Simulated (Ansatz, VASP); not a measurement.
Yb in VASP and in Ansatz

The input INCAR:

```
ALGO = Normal ; EDIFF = 1E-6
ENCUT = 600 ; GGA = PE
GGA_COMPAT = F ; ISIF = 2
ISMEAR = -1 ; LASPH = T
LCHARG = F ; LMAXMIX = 6
LREAL = F ; LWAVE = F
NBANDS = 31 ; NELM = 200
PREC = Accurate ; SIGMA = 0.1
```

KPOINTS

```
k-points
0
Gamma
  7 7 4
```

POSCAR

```
Yb
1.0
    3.8799000000      0.0000000000      0.0000000000
   -1.9399500000      3.3600919600      0.0000000000
    0.0000000000      0.0000000000      6.3859000000
Yb
2
Direct
    0.3333333338      0.6666666677      0.2500000000
    0.6666666662      0.3333333323      0.7500000000
```

Input for Ansatz:

```yaml
crystal:
  lattice:
    - [3.8799, 0.0, 0.0]
    - [-1.93995, 3.36009196, 0.0]
    - [0.0, 0.0, 6.3859]
  atoms:
    - { symbol: Yb, position: [0.33333333382935154, 0.6666666676587031, 0.25] }
    - { symbol: Yb, position: [0.6666666661706485, 0.333333332341297, 0.7499999999999999] }
basis:
  ecutwfc: 450.0
kpoints:
  mp_grid:
    grid: [7, 7, 4]
hamiltonian:
  xc: pbe
scf:
  occupations:
    method: fermi_dirac
output:
  forces: true
  stress: true
```

Alike in both runs: task single point; functional PBE; k mesh 7 × 7 × 4; no spin polarisation.

|  | VASP | Ansatz |
| --- | --- | --- |
| version | VASP 6.6.1 | Ansatz 0.2.0 |
| potentials or method | VASP PAW PBE potentials, release 64 (Yb), cutoff 600 eV | plane waves, PAW |
| occupations | fermi-dirac, width 0.1 eV | fermi-dirac |
| valence electrons in the cell | 48 | 48 |

```csv
,VASP,Ansatz,Ansatz less VASP
pressure (GPa),-2.5,-2.2,+0.35
"traceless stress, the component that is largest in VASP (GPa)",0.13,0.17,+0.039
```

Neither program's run includes spin-orbit coupling.
